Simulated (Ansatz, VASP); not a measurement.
Be24NO in VASP and in Ansatz

```
Be N O
1.0
     4.52544    0.00000    0.00000
     0.00000    7.13362    0.00000
     0.00000    0.00000   22.36855
Be N O
24 1 1
Cartesian
  0.0000 2.6751 4.0000
  0.0000 6.2419 4.0000
  2.2627 2.6751 4.0000
  2.2627 6.2419 4.0000
  1.1314 0.8917 4.6532
  1.1314 4.4585 4.6532
  3.3941 0.8917 4.6532
  3.3941 4.4585 4.6532
  1.1314 2.6751 5.9596
  1.1314 6.2419 5.9596
  3.3941 2.6751 5.9596
  3.3941 6.2419 5.9596
  0.0000 0.8917 6.4937
  0.0000 4.4585 6.4937
  2.2627 0.8917 6.4937
  2.2627 4.4585 6.4937
  0.0000 2.6751 7.9337
  0.0000 6.2419 7.9337
  2.2627 2.6751 7.9337
  2.2627 6.2419 7.9337
  1.1314 0.8917 8.3686
  1.1314 4.4585 8.3686
  3.3941 0.8917 8.3686
  3.3941 4.4585 8.3686
  3.3941 3.2696 9.2486
  3.5577 3.5275 10.3883
```

Alike in both runs: task single point; functional PBE; k mesh 6 × 4 × 1; occupations gaussian, width 0.1 eV; collinear spin.

```csv
,VASP,Ansatz
version,VASP 6.6.1,Ansatz 0.2.0
potentials or method,"VASP PAW PBE potentials, release 64 (Be, N, O), cutoff 520 eV","scalar-relativistic, plane waves, PAW"
valence electrons in the cell,59,59
```

```csv
,VASP,Ansatz,Ansatz less VASP
gap on the k mesh at the Fermi level (eV),none,none,-
rms of the force components (eV/Å),1.142,1.002,-0.1399
net moment per atom (μB),0.00,0.00,0.000
```

Atom by atom the forces differ by 0.173 eV/Å (rms over components). A gap of «none» marks a metal or a gap that the smearing closes. With one functional, cell and mesh, what is left measures potentials, basis and numerics. Ansatz's warnings: seeded moment not kept.

Noted on VASP's run: the standard files for N, O and F lose accuracy on very short bonds.
